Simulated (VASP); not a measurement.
# TiS2 (P-3m1) in VASP: further runs

The runs below take TiS2 through single point, relaxation of cell and atoms, with PBE+D3(BJ).

Everything below comes from runs of VASP 6.6.1. Logs are shortened: lines on timing, memory, paths and dates and some standing lists are left out, and cuts for length are marked.

## (1) The cell of the first run

Symmetry: P-3m1, No. 164, trigonal system. Conventional cell: a = 3.361 Å, b = 3.361 Å, c = 5.520 Å, α = 90.00°, β = 90.00°, γ = 120.00°. Ti (site symmetry -3m) has 6 S at 2.41 Å within 3.2 Å. S (site symmetry 3m) has 3 Ti at 2.41 Å within 3.2 Å.

## (2) Single point, PBE+D3(BJ)

Contents of INCAR:

```
ALGO     = Normal         # electronic algorithm
EDIFF    = 1E-6           # SCF threshold, eV
ENCUT    = 500            # plane-wave cutoff, eV
GGA      = PE             # functional
GGA_COMPAT= False        
ISIF     = 2              # what is computed and relaxed
ISMEAR   = 0              # smearing method
IVDW     = 12             # dispersion correction
LASPH    = True           # aspherical terms in the spheres
LCHARG   = False          # write CHGCAR
LREAL    = False          # projectors in reciprocal space
LWAVE    = False          # write WAVECAR
NBANDS   = 19             # bands
NELM     = 120            # most SCF steps
PREC     = Accurate       # precision mode
SIGMA    = 0.1            # smearing width, eV
```

Contents of KPOINTS:

```
k-points
0
Gamma
  15 15 8
```

Contents of POSCAR:

```
TiS2
1.0
    3.3605463369      0.0000000000      0.0000000000
   -1.6802731685      2.9103184984      0.0000000000
    0.0000000000      0.0000000000      5.5201198229
Ti S
1 2
Direct
    0.0000000000      0.0000000000      0.0000000000
    0.3333333333      0.6666666667      0.2586701198
    0.6666666667      0.3333333333      0.7413298802
```

Potentials or basis: VASP PAW PBE potentials, release 64 (Ti_sv, S).

Launch:

```sh
cat potpaw_PBE.64/Ti_sv/POTCAR potpaw_PBE.64/S/POTCAR > POTCAR
mpirun -np 1 vasp_std > vasp.out
```

OUTCAR:

```text
EDIFF = 1E-6
   ENCUT = 500
   GGA = PE
   ISIF = 2
   ISMEAR = 0
   IVDW = 12
   LASPH = True
   LREAL = False
   NELM = 120
   PREC = Accurate
 IVDW          = 12

 ion  position               nearest neighbor table
   1  0.000  0.000  0.000-   2 2.41   3 2.41   3 2.41   2 2.41   3 2.41   2 2.41
   2  0.333  0.667  0.259-   1 2.41   1 2.41   1 2.41
   3  0.667  0.333  0.741-   1 2.41   1 2.41   1 2.41

  LATTYP: Found a hexagonal cell.
 ALAT       =     3.3605463369
 C/A-ratio  =     1.6426257131

  Lattice vectors:

 A1 = (   3.3605463369,   0.0000000000,   0.0000000000)
 A2 = (  -1.6802731685,   2.9103184984,   0.0000000000)
 A3 = (   0.0000000000,   0.0000000000,   5.5201198229)

Analysis of symmetry for initial positions (statically):
=====================================================================
 Subroutine PRICEL returns:
 Original cell was already a primitive cell.

 Routine SETGRP: Setting up the symmetry group for a
 hexagonal supercell.

 Subroutine GETGRP returns: Found 12 space group operations
 (whereof 12 operations were pure point group operations)
 out of a pool of 24 trial point group operations.

The static configuration has the point symmetry D_3d.

Analysis of symmetry for dynamics (positions and initial velocities):
=====================================================================
 Subroutine PRICEL returns:
 Original cell was already a primitive cell.

 Routine SETGRP: Setting up the symmetry group for a
 hexagonal supercell.

 Subroutine GETGRP returns: Found 12 space group operations
 (whereof 12 operations were pure point group operations)
 out of a pool of 24 trial point group operations.

The dynamic configuration has the point symmetry D_3d.

 Subroutine INISYM returns: Found 12 space group operations
 (whereof 12 operations are pure point group operations),
 and found     1 'primitive' translations

----------------------------------------------------------------------------------------

                                     Primitive cell

  volume of cell :      53.9882

  direct lattice vectors                    reciprocal lattice vectors
     3.360546337  0.000000000  0.000000000     0.297570663  0.171802502  0.000000000
    -1.680273169  2.910318498  0.000000000     0.000000000  0.343605004  0.000000000
     0.000000000  0.000000000  5.520119823     0.000000000  0.000000000  0.181155488

  length of vectors
     3.360546337  3.360546337  5.520119823     0.343605004  0.343605004  0.181155488

  position of ions in fractional coordinates (direct lattice)
     0.000000000  0.000000000  0.000000000
     0.333333333  0.666666667  0.258670120
     0.666666667  0.333333333  0.741329880

  ion indices of the primitive-cell ions
   primitive index   ion index
                 1           1
                 2           2
                 3           3

----------------------------------------------------------------------------------------

 KPOINTS: k-points

Automatic generation of k-mesh.
 Grid dimensions read from file:
 generate k-points for:   15   15    8

 Generating k-lattice:

  Cartesian coordinates                     Fractional coordinates (reciprocal lattice)
     0.019838044  0.011453500  0.000000000     0.066666667  0.000000000  0.000000000
     0.000000000  0.022907000  0.000000000     0.000000000  0.066666667  0.000000000
     0.000000000  0.000000000  0.022644436     0.000000000  0.000000000  0.125000000

  Length of vectors
     0.022907000  0.022907000  0.022644436

  Shift w.r.t. Gamma in fractional coordinates (k-lattice)
     0.000000000  0.000000000  0.000000000

 Subroutine IBZKPT returns following result:
 ===========================================

 Found    192 irreducible k-points:

 Following reciprocal coordinates:
            Coordinates               Weight
  0.000000  0.000000  0.000000      1.000000
  0.066667  0.000000  0.000000      6.000000
  0.133333  0.000000  0.000000      6.000000
  0.200000  0.000000  0.000000      6.000000
  0.266667  0.000000  0.000000      6.000000
  0.333333 -0.000000  0.000000      6.000000
[... 16 lines left out ...]
  0.333333  0.200000  0.000000     12.000000
  0.400000  0.200000  0.000000      6.000000
 [... further k-points ...]
   k-points           NKPTS =    192   k-points in BZ     NKDIM =    192   number of bands    NBANDS=     19
   number of dos      NEDOS =    301   number of ions     NIONS =      3
   total plane-waves  NPLWV =  31360
   dimension x,y,z NGX =    28 NGY =   28 NGZ =   40
   dimension x,y,z NGXF=    56 NGYF=   56 NGZF=   80
   ions per type =               1   2
   NGX,Y,Z   is equivalent  to a cutoff of  13.85, 13.85, 12.05 a.u.
   NGXF,Y,Z  is equivalent  to a cutoff of  27.70, 27.70, 24.09 a.u.
 SYSTEM =  unknown system
   PREC   = accura    normal or accurate (medium, high low for compatibility)
   ISTART =      0    job   : 0-new  1-cont  2-samecut
   ICHARG =      2    charge: 1-file 2-atom 10-const
   ISPIN  =      1    spin polarized calculation?
   LNONCOLLINEAR =      F non collinear calculations
   LSORBIT =      F    spin-orbit coupling
   LASPH  =      T    aspherical Exc in radial PAW
   ENCUT  =  500.0 eV  36.75 Ry    6.06 a.u.   6.13  6.13 10.06*2*pi/ulx,y,z
   NELM   =    120;   NELMIN=  2; NELMDL= -5     # of ELM steps
   EDIFF  = 0.1E-05   stopping-criterion for ELM
   LREAL  =      F    real-space projection
   EDIFFG = 0.1E-04   stopping-criterion for IOM
   NSW    =      0    number of steps for IOM
   IBRION =     -1    ionic relax: 0-MD 1-quasi-New 2-CG
   NFREE  =      0    steps in history (QN), initial steepest desc. (CG)
   ISIF   =      2    stress and relaxation
   ISYM   =      2    0-nonsym 1-usesym 2-fastsym
   POTIM  = 0.5000    time-step for ionic-motion
   TEBEG  =    0.0;   TEEND  =   0.0 temperature during run
   PSTRESS=    0.0 pullay stress
   NELECT =      24.0000    total number of electrons
   NUPDOWN=      -1.0000    fix difference up-down
   EMIN   =  10.00;   EMAX   =-10.00  energy-range for DOS
   EFERMI =   0.00;   METHOD = LEGACY
   ISMEAR =     0;   SIGMA  =   0.10  broadening in eV -4-tet -1-fermi 0-gaus
   EFERMI_NEDOS =   21; number of points for ismear=-14 and -15
   IALGO  =     38    algorithm
   IMIX   =      4    mixing-type and parameters
     AMIX     =   0.40;   BMIX     =  1.00
     AMIX_MAG =   1.60;   BMIX_MAG =  1.00
  volume/ion in A,a.u.               =      18.00       121.44
  Fermi-wavevector in a.u.,A,eV,Ry     =   1.249431  2.361082 21.239753  1.561078
  Thomas-Fermi vector in A             =   2.383472
   LORBIT       =      0    0 simple, 1 ext, 2 COOP (PROOUT), +10 PAW based schemes
   GGA     = PE    functional components
   LHFCALC =     F    Hartree Fock is set to
   AEXX    =    0.0000 exact exchange contribution
   IVDW    =    12    specifies the selected vdW correction
   LEPSILON=     F    determine dielectric tensor
   LRPA    =     F    only Hartree local field effects (RPA)
 non-spin polarized calculation
 Gauss-broadening in eV      SIGMA  =   0.10
  energy-cutoff  :      500.00
  volume of cell :       53.99
 maximum number of plane-waves:      1398
 NGX is ok and might be reduce to    28
   NGX = 13   NGY = 13   NGZ = 21

 number of electron      24.0000002 magnetization

 Free energy of the ion-electron system (eV)
  ---------------------------------------------------
  ext. energy  EPLUGINS =         0.00000000
  ---------------------------------------------------
  free energy    TOTEN  =       -19.87733591 eV

  energy without entropy =      -19.87525984  energy(sigma->0) =      -19.87629788

 E-fermi :   6.1397     XC(G=0): -10.4383

 val. band max:        6.1237316187   @ k =   0.1333   0.0000   0.0000
 cond. band min:       6.1670078896   @ k =   0.4667   0.0000   0.3750
 fundamental gap:      0.0432762708
 Fermi energy:         6.1396525296

 k-point     1 :       0.0000    0.0000    0.0000
  band No.  band energies     occupation
      1     -51.4044      2.00000
      2     -27.6388      2.00000
      3     -27.5879      2.00000
      4     -27.5879      2.00000
      5      -7.8808      2.00000
      6      -5.9748      2.00000
[... 11 lines left out ...]
     18      12.2178      0.00000
     19      13.4458      0.00000

 k-point     2 :       0.0667    0.0000    0.0000
  band No.  band energies     occupation
      1     -51.4038      2.00000
      2     -27.6374      2.00000
      3     -27.5945      2.00000
      4     -27.5894      2.00000
      5      -7.8247      2.00000
      6      -5.9633      2.00000
[... 11 lines left out ...]
     18      12.5620      0.00000
     19      13.6872      0.00000

 k-point     3 :       0.1333    0.0000    0.0000
  band No.  band energies     occupation
      1     -51.4020      2.00000
      2     -27.6337      2.00000
      3     -27.6132      2.00000
      4     -27.5936      2.00000
      5      -7.6606      2.00000
      6      -5.9312      2.00000
[... 11 lines left out ...]
     18      13.2763      0.00000
     19      14.2819      0.00000

 k-point     4 :       0.2000    0.0000    0.0000
  band No.  band energies     occupation
      1     -51.3994      2.00000
      2     -27.6408      2.00000
      3     -27.6280      2.00000
      4     -27.5999      2.00000
      5      -7.4017      2.00000
      6      -5.8855      2.00000
[... 11 lines left out ...]
     18      13.7562      0.00000
     19      14.8069      0.00000

 k-point     5 :       0.2667    0.0000    0.0000
  band No.  band energies     occupation
      1     -51.3963      2.00000
      2     -27.6721      2.00000
      3     -27.6217      2.00000
      4     -27.6070      2.00000
      5      -7.0711      2.00000
      6      -5.8383      2.00000
[... 11 lines left out ...]
     18      13.7247      0.00000
     19      14.6746      0.00000

 k-point     6 :       0.3333   -0.0000    0.0000
  band No.  band energies     occupation
      1     -51.3934      2.00000
      2     -27.7018      2.00000
      3     -27.6156      2.00000
      4     -27.6138      2.00000
      5      -6.7053      2.00000
      6      -5.8067      2.00000
[... 11 lines left out ...]
     18      13.5409      0.00000
     19      14.0687      0.00000

 k-point     7 :       0.4000    0.0000    0.0000
  band No.  band energies     occupation
      1     -51.3911      2.00000
      2     -27.7249      2.00000
      3     -27.6191      2.00000
      4     -27.6109      2.00000
      5      -6.3538      2.00000
      6      -5.8147      2.00000
[... 11 lines left out ...]
     18      13.3056      0.00000
     19      13.7341      0.00000

 k-point     8 :       0.4667    0.0000    0.0000
  band No.  band energies     occupation
      1     -51.3899      2.00000
      2     -27.7375      2.00000
      3     -27.6220      2.00000
      4     -27.6083      2.00000
      5      -6.0715      2.00000
      6      -5.8929      2.00000
[... 256 lines left out ...]
 k-point    20 :       0.4000    0.1333    0.0000
  band No.  band energies     occupation
      1     -51.3893      2.00000
      2     -27.7294      2.00000
      3     -27.6378      2.00000
      4     -27.6071      2.00000
      5      -6.0103      2.00000
      6      -5.8535      2.00000
[... 11 lines left out ...]
     18      13.4467      0.00000
     19      14.0897      0.00000

 k-point    21 :       0.2000    0.2000    0.0000
  band No.  band energies     occupation
      1     -51.3927      2.00000
      2     -27.6950      2.00000
      3     -27.6299      2.00000
      4     -27.6139      2.00000
      5      -6.6267      2.00000
      6      -5.7833      2.00000
[... 11 lines left out ...]
     18      14.0566      0.00000
     19      15.0862      0.00000

 k-point    22 :       0.2667    0.2000    0.0000
  band No.  band energies     occupation
      1     -51.3906      2.00000
      2     -27.7089      2.00000
      3     -27.6426      2.00000
      4     -27.6097      2.00000
      5      -6.3126      2.00000
      6      -5.7655      2.00000
[... 11 lines left out ...]
     18      13.4530      0.00000
     19      15.0320      0.00000

 k-point    23 :       0.3333    0.2000    0.0000
  band No.  band energies     occupation
      1     -51.3891      2.00000
      2     -27.7177      2.00000
      3     -27.6520      2.00000
      4     -27.6067      2.00000
      5      -6.0483      2.00000
      6      -5.7840      2.00000
[... 11 lines left out ...]
     18      13.1100      0.00000
     19      14.9162      0.00000

 k-point    24 :       0.4000    0.2000    0.0000
  band No.  band energies     occupation
      1     -51.3886      2.00000
      2     -27.7206      2.00000
      3     -27.6554      2.00000
      4     -27.6057      2.00000
      5      -5.8904      2.00000
      6      -5.8501      2.00000
[... 11 lines left out ...]
     18      13.0037      0.00000
     19      14.8587      0.00000

 [... further k-points ...]

------------------------ aborting loop because EDIFF is reached ----------------------------------------

 Edisp (eV)   -1.22948

 E8    (eV) :    -0.4984

  FORCE on cell =-STRESS in cart. coord.  units (eV):
  Direction    XX          YY          ZZ          XY          YZ          ZX
  --------------------------------------------------------------------------------------
  -------------------------------------------------------------------------------------
  Total      -0.02068    -0.02068     0.02712     0.00000     0.00000     0.00000
  in kB      -0.61384    -0.61384     0.80468     0.00000     0.00000     0.00000
  external pressure =       -0.14 kB  Pullay stress =        0.00 kB

 VOLUME and BASIS-vectors are now :
 -----------------------------------------------------------------------------
  energy-cutoff  :      500.00
  volume of cell :       53.99
      direct lattice vectors                 reciprocal lattice vectors
     3.360546337  0.000000000  0.000000000     0.297570663  0.171802502  0.000000000
    -1.680273169  2.910318498  0.000000000     0.000000000  0.343605004  0.000000000
     0.000000000  0.000000000  5.520119823     0.000000000  0.000000000  0.181155488

 POSITION                                       TOTAL-FORCE (eV/Angst)
 -----------------------------------------------------------------------------------
      0.00000      0.00000      0.00000         0.000000      0.000000      0.000000
     -0.00000      1.94021      1.42789        -0.000000      0.000000      0.002569
      1.68027      0.97011      4.09223         0.000000     -0.000000     -0.002569
 -----------------------------------------------------------------------------------
    total drift:                                0.000000      0.000000     -0.000000

  FREE ENERGIE OF THE ION-ELECTRON SYSTEM (eV)
  ---------------------------------------------------
  free  energy   TOTEN  =       -21.1068116846 eV

  energy  without entropy=      -21.1047356073  energy(sigma->0) =      -21.10577365
```

Run time: 94 s. Hardware: 1 thread of Intel Xeon 6975P-C (Granite Rapids), shared host; peak memory 0.32 GiB.

What came out:

```
Free energy                : -21.1068 eV
Pressure                   : 0.0 GPa
Band gap on the k mesh     : zero (band 12 reaches 6.31 eV, above the bottom of band 13 at 6.04 eV)
Dispersion energy per atom : -0.410 eV
```

Forces on the atoms (eV/Å):
```
Ti   0.000  0.000  0.000
S    0.000  0.000  0.003
S    0.000  0.000 -0.003
```

Levels at points of the mesh, in eV from the Fermi level:
| k point | band 9 | band 10 | band 11 | band 12 | band 13 | band 14 | band 15 | band 16 |
| --- | --- | --- | --- | --- | --- | --- | --- | --- |
| (0.00, 0.00, 0.00) | -2.77 | 0.17 | 0.17 | 0.17 | 0.55 | 0.55 | 0.89 | 3.47 |
| (0.00, 0.00, 0.50) | -2.71 | -2.70 | -0.09 | -0.09 | 0.52 | 0.52 | 1.59 | 3.91 |

Caveat: pairwise dispersion overbinds metals, which lowers pressure and volume.

## (3) Relaxation of cell and atoms, PBE+D3(BJ)

This run uses another cell than the first one, of 19.14 Å³/atom, 1.064 times its volume.

Contents of INCAR:

```
SYSTEM = TiS2
  PREC = Accurate
  ENCUT = 500
  EDIFF = 1E-7
  ISMEAR = 0
  SIGMA = 0.1
  LREAL = .FALSE.
  LASPH = .TRUE.
  NELM = 120
  ALGO = Normal
  ISIF = 3
  LWAVE = .FALSE.
  LCHARG = .FALSE.
  GGA = PE
  IVDW = 12
  IBRION = 2
  NSW = 100
  EDIFFG = -0.005
  GGA_COMPAT = .FALSE.
  NELMIN = 4
```

Contents of KPOINTS:

```
Automatic mesh
0
G
  15 15 8
  0 0 0
```

Contents of POSCAR:

```
TiS2
1.0
    3.4120000000      0.0000000000      0.0000000000
   -1.7060000000      2.9548786777      0.0000000000
    0.0000000000      0.0000000000      5.6950000000
Ti S
1 2
Direct
    0.0000000000      0.0000000000      0.0000000000
    0.3333333333      0.6666666667      0.2500000000
    0.6666666667      0.3333333333      0.7500000000
```

Potentials or basis: VASP PAW PBE potentials, release 64 (Ti_sv, S).

Launch:

```sh
cat potpaw_PBE.64/Ti_sv/POTCAR potpaw_PBE.64/S/POTCAR > POTCAR
mpirun -np 1 vasp_std > vasp.out
```

It took 16 min on 1 thread of Intel Xeon 6975P-C (Granite Rapids), shared host; peak memory 0.31 GiB.

It converged, with:

```yaml
Free_energy: -21.1082 eV
Relaxed_volume: 17.97 Å³/atom
Relaxed_cell: a = 3.359 Å, b = 3.359 Å, c = 5.518 Å, α = 90.00°, β = 90.00°, γ = 120.00°
Space_group_after_relaxing_to_0.05_Å: P-3m1 (No. 164)
Energy_gained_by_relaxing: 8.9 meV/atom
Ionic_steps: 15
Pressure_after_relaxing: 0.0 GPa
Largest_force_after_relaxing: 0.003 eV/Å
Band_gap_on_the_k_mesh: zero (band 12 reaches 6.33 eV, above the bottom of band 13 at 6.05 eV)
Dispersion_energy_per_atom: -0.410 eV
```

Forces on the atoms (eV/Å):
```
Ti   0.000  0.000  0.000
S    0.000  0.000 -0.003
S    0.000  0.000  0.003
```

The path:
| step | energy change (eV) | largest force (eV/Å) | pressure (GPa) | volume (Å³) |
| --- | --- | --- | --- | --- |
| 1 | 0.0000 | 0.1245 | -2.98 | 57.42 |
| 2 | -0.0032 | 0.5389 | 2.72 | 54.51 |
| 3 | -0.0156 | 0.2154 | -0.10 | 55.85 |
| 4 | -0.0193 | 0.1403 | -0.12 | 55.54 |
| 5 | -0.0210 | 0.0378 | -0.11 | 55.11 |
| 6 | -0.0228 | 0.0360 | -0.04 | 54.85 |
| 7 | -0.0261 | 0.0280 | 0.20 | 54.06 |
| 8 | -0.0264 | 0.0216 | 0.33 | 53.71 |
| 9 | -0.0247 | 0.1378 | -0.98 | 54.16 |
| 10 | -0.0265 | 0.0145 | 0.04 | 53.81 |
| 11 | -0.0265 | 0.0024 | 0.03 | 53.86 |
| 12 | -0.0265 | 0.0008 | 0.03 | 53.87 |
| 13 | -0.0265 | 0.0113 | -0.08 | 53.94 |
| 14 | -0.0266 | 0.0055 | -0.02 | 53.90 |
| 15 | -0.0266 | 0.0034 | -0.01 | 53.91 |

Final structure:
```yaml
crystal:
  lattice:
    - [3.35881, 0.00000, 0.00000]
    - [-1.67941, 2.90882, 0.00000]
    - [0.00000, 0.00000, 5.51811]
  atoms:
    - { symbol: Ti, position: [0.00000, 0.00000, 0.00000] }
    - { symbol: S, position: [0.33333, 0.66667, 0.25895] }
    - { symbol: S, position: [0.66667, 0.33333, 0.74105] }
```

Levels at points of the mesh, in eV from the Fermi level:
```csv
k point,band 8,band 9,band 10,band 11,band 12,band 13,band 14,band 15,band 16
"(0.00, 0.00, 0.00)",-2.77,-2.77,0.18,0.18,0.18,0.55,0.55,0.88,3.47
"(0.00, 0.00, 0.50)",-2.71,-2.70,-2.70,-0.09,-0.09,0.53,0.53,1.60,3.91
```

Caveat: pairwise dispersion overbinds metals, which lowers pressure and volume.
